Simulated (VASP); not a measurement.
# Al (Fm-3m) in VASP: a series of runs

Aim: see how the results for Al move with the level of theory and the settings. Levels: revPBE+D3(BJ), BLYP+D4. Tasks: single point.

Program: VASP 6.6.1. These are calculated values, not measurements. Logs are shortened: lines on timing, memory, paths and dates and some standing lists are left out, and cuts for length are marked.

## Step 1: The cell of the first run

Symmetry: Fm-3m, No. 225, cubic system. Conventional cell: a = 3.954 Å, b = 3.954 Å, c = 3.954 Å, α = 90.00°, β = 90.00°, γ = 90.00°. Within 3.7 Å of Al (site symmetry m-3m) lie 12 Al at 2.80 Å.

## Step 2: Single point, revPBE+D3(BJ)

INCAR reads:

```
SYSTEM = Al
PREC = Accurate
ENCUT = 520
EDIFF = 1E-7
ISMEAR = -1
SIGMA = 0.05
LREAL = .FALSE.
LASPH = .TRUE.
NELM = 60
ALGO = Normal
ISIF = 2
LWAVE = .FALSE.
LCHARG = .FALSE.
GGA = RE
IVDW = 12
NBANDS = 8
```

KPOINTS reads:

```
regular mesh
0
G
  11 11 11
  0 0 0
```

POSCAR reads:

```
Al
1.0
    0.0000000000      1.9771216043      1.9771216043
    1.9771216043      0.0000000000      1.9771216043
    1.9771216043      1.9771216043      0.0000000000
Al
1
Direct
    0.0000000000      0.0000000000      0.0000000000
```

Potentials or basis: VASP PAW PBE potentials, release 64 (Al).

Launch:

```
$ cat potpaw_PBE.64/Al/POTCAR > POTCAR
$ mpirun -np 1 vasp_std > vasp.out
```

OUTCAR:

```text
SYSTEM = Al
   PREC = Accurate
   ENCUT = 520
   EDIFF = 1E-7
   ISMEAR = -1
   LREAL = .FALSE.
   LASPH = .TRUE.
   NELM = 60
   ISIF = 2
   GGA = RE
   IVDW = 12
 IVDW          = 12

 ion  position               nearest neighbor table
   1  0.000  0.000  0.000-

  LATTYP: Found a face centered cubic cell.
 ALAT       =     3.9542432086

  Lattice vectors:

 A1 = (   0.0000000000,   1.9771216043,   1.9771216043)
 A2 = (   1.9771216043,   0.0000000000,   1.9771216043)
 A3 = (   1.9771216043,   1.9771216043,   0.0000000000)

Analysis of symmetry for initial positions (statically):
=====================================================================
 Subroutine PRICEL returns:
 Original cell was already a primitive cell.

 Routine SETGRP: Setting up the symmetry group for a
 face centered cubic supercell.

 Subroutine GETGRP returns: Found 48 space group operations
[... 9 lines left out ...]

 Routine SETGRP: Setting up the symmetry group for a
 face centered cubic supercell.

 Subroutine GETGRP returns: Found 48 space group operations
 (whereof 48 operations were pure point group operations)
 out of a pool of 48 trial point group operations.

The dynamic configuration has the point symmetry O_h .

 Subroutine INISYM returns: Found 48 space group operations
 (whereof 48 operations are pure point group operations),
 and found     1 'primitive' translations

----------------------------------------------------------------------------------------

                                     Primitive cell

  volume of cell :      15.4572

  direct lattice vectors                    reciprocal lattice vectors
     0.000000000  1.977121604  1.977121604    -0.252892892  0.252892892  0.252892892
     1.977121604  0.000000000  1.977121604     0.252892892 -0.252892892  0.252892892
     1.977121604  1.977121604  0.000000000     0.252892892  0.252892892 -0.252892892

  length of vectors
     2.796072187  2.796072187  2.796072187     0.438023338  0.438023338  0.438023338

  position of ions in fractional coordinates (direct lattice)
     0.000000000  0.000000000  0.000000000

  ion indices of the primitive-cell ions
   primitive index   ion index
                 1           1

----------------------------------------------------------------------------------------
[... 68 lines left out ...]
   ENCUT  =  520.0 eV  38.22 Ry    6.18 a.u.   5.20  5.20  5.20*2*pi/ulx,y,z
   NELM   =     60;   NELMIN=  2; NELMDL= -5     # of ELM steps
   EDIFF  = 0.1E-06   stopping-criterion for ELM
   LREAL  =      F    real-space projection
   EDIFFG = 0.1E-05   stopping-criterion for IOM
   NSW    =      0    number of steps for IOM
   IBRION =     -1    ionic relax: 0-MD 1-quasi-New 2-CG
   NFREE  =      0    steps in history (QN), initial steepest desc. (CG)
   ISIF   =      2    stress and relaxation
   ISYM   =      2    0-nonsym 1-usesym 2-fastsym
   POTIM  = 0.5000    time-step for ionic-motion
   TEBEG  =    0.0;   TEEND  =   0.0 temperature during run
   PSTRESS=    0.0 pullay stress
   NELECT =       3.0000    total number of electrons
   NUPDOWN=      -1.0000    fix difference up-down
   EMIN   =  10.00;   EMAX   =-10.00  energy-range for DOS
   EFERMI =   0.00;   METHOD = LEGACY
   ISMEAR =    -1;   SIGMA  =   0.05  broadening in eV -4-tet -1-fermi 0-gaus
   EFERMI_NEDOS =   21; number of points for ismear=-14 and -15
   IALGO  =     38    algorithm
   IMIX   =      4    mixing-type and parameters
     AMIX     =   0.40;   BMIX     =  1.00
     AMIX_MAG =   1.60;   BMIX_MAG =  1.00
  volume/ion in A,a.u.               =      15.46       104.31
  Fermi-wavevector in a.u.,A,eV,Ry     =   0.947848  1.791172 12.223680  0.898415
  Thomas-Fermi vector in A             =   2.075980
   LORBIT       =      0    0 simple, 1 ext, 2 COOP (PROOUT), +10 PAW based schemes
   GGA     = RE    functional components
   LHFCALC =     F    Hartree Fock is set to
   AEXX    =    0.0000 exact exchange contribution
   IVDW    =    12    specifies the selected vdW correction
   LEPSILON=     F    determine dielectric tensor
   LRPA    =     F    only Hartree local field effects (RPA)
 non-spin polarized calculation
  energy-cutoff  :      520.00
  volume of cell :       15.46
 maximum number of plane-waves:       428
 NGX is ok and might be reduce to    24
   NGX = 11   NGY = 11   NGZ = 11

 number of electron       3.0000000 magnetization

 Free energy of the ion-electron system (eV)
  ---------------------------------------------------
  ext. energy  EPLUGINS =         0.00000000
  ---------------------------------------------------
  free energy    TOTEN  =        -3.53746319 eV

  energy without entropy =       -3.53355907  energy(sigma->0) =       -3.53551113

 E-fermi :   8.7690     XC(G=0): -10.3929

 val. band max:        8.7117982938   @ k =  -0.4545   0.3636   0.0000
 cond. band min:       8.8059027804   @ k =   0.4545   0.1818   0.0909
 fundamental gap:      0.0941044866
 Fermi energy:         8.7689885990

 k-point     1 :       0.0000    0.0000    0.0000
  band No.  band energies     occupation
      1      -2.8221      2.00000
      2      21.7413      0.00000
      3      21.7413      0.00000
      4      21.7413      0.00000
      5      23.8482      0.00000
      6      23.8482      0.00000
      7      23.8482      0.00000
      8      25.6604      0.00000
[... 243 lines left out ...]
 k-point    24 :      -0.1818    0.1818    0.0000
  band No.  band energies     occupation
      1      -0.3418      2.00000
      2      12.6850      0.00000
      3      14.3788      0.00000
      4      21.2170      0.00000
      5      23.2904      0.00000
      6      24.1694      0.00000
      7      25.7226      0.00000
      8      26.6114      0.00000

 [... further k-points ...]

------------------------ aborting loop because EDIFF is reached ----------------------------------------

 Edisp (eV)   -0.68410

 E8    (eV) :    -0.4846

  FORCE on cell =-STRESS in cart. coord.  units (eV):
  Direction    XX          YY          ZZ          XY          YZ          ZX
  --------------------------------------------------------------------------------------
  -------------------------------------------------------------------------------------
  Total      -0.02358    -0.02358    -0.02358     0.00000    -0.00000     0.00000
  in kB      -2.44402    -2.44402    -2.44402     0.00000    -0.00000     0.00000
  external pressure =       -2.44 kB  Pullay stress =        0.00 kB

 VOLUME and BASIS-vectors are now :
 -----------------------------------------------------------------------------
  energy-cutoff  :      520.00
  volume of cell :       15.46
      direct lattice vectors                 reciprocal lattice vectors
     0.000000000  1.977121604  1.977121604    -0.252892892  0.252892892  0.252892892
     1.977121604  0.000000000  1.977121604     0.252892892 -0.252892892  0.252892892
     1.977121604  1.977121604  0.000000000     0.252892892  0.252892892 -0.252892892

 POSITION                                       TOTAL-FORCE (eV/Angst)
 -----------------------------------------------------------------------------------
      0.00000      0.00000      0.00000        -0.000000     -0.000000     -0.000000
 -----------------------------------------------------------------------------------
    total drift:                                0.000000     -0.000000      0.000000

  FREE ENERGIE OF THE ION-ELECTRON SYSTEM (eV)
  ---------------------------------------------------
  free  energy   TOTEN  =        -4.2215585206 eV

  energy  without entropy=       -4.2176544073  energy(sigma->0) =       -4.21960646
```

stdout:

```text
POSCAR found type information on POSCAR Al
 POSCAR found :  1 types and       1 ions
 scaLAPACK will be used
 -----------------------------------------------------------------------------
|                                                                             |
|                                                                             |
|     You enforced a specific xc type in the INCAR file but a different       |
|     I HOPE YOU KNOW WHAT YOU ARE DOING!                                     |
|                                                                             |
 -----------------------------------------------------------------------------

 LDA part: xc-table for (Slater+PW92), standard interpolation
 POSCAR, INCAR and KPOINTS ok, starting setup
 FFT: planning ... GRIDC
 FFT: planning ... GRID_SOFT
 FFT: planning ... GRID
 WAVECAR not read
 entering main loop
```

It took 2.7 s on 1 thread of Intel Xeon 6975P-C (Granite Rapids), shared host; peak memory 0.14 GiB.

Results:

- Free energy: -4.2216 eV
- Pressure: -0.2 GPa
- Dispersion energy per atom: -0.684 eV

Levels at points of the mesh, in eV from the Fermi level:
```
           k point  band 1  band 2  band 3  band 4  band 5  band 6
(0.00, 0.00, 0.00)  -11.59   12.97   12.97   12.97   15.08   15.08
```

Caveat: the PAW data sets were made with another functional, which shifts forces and pressure a little; pairwise dispersion overbinds metals, which lowers pressure and volume.

(Continued in part 2 of 2.)
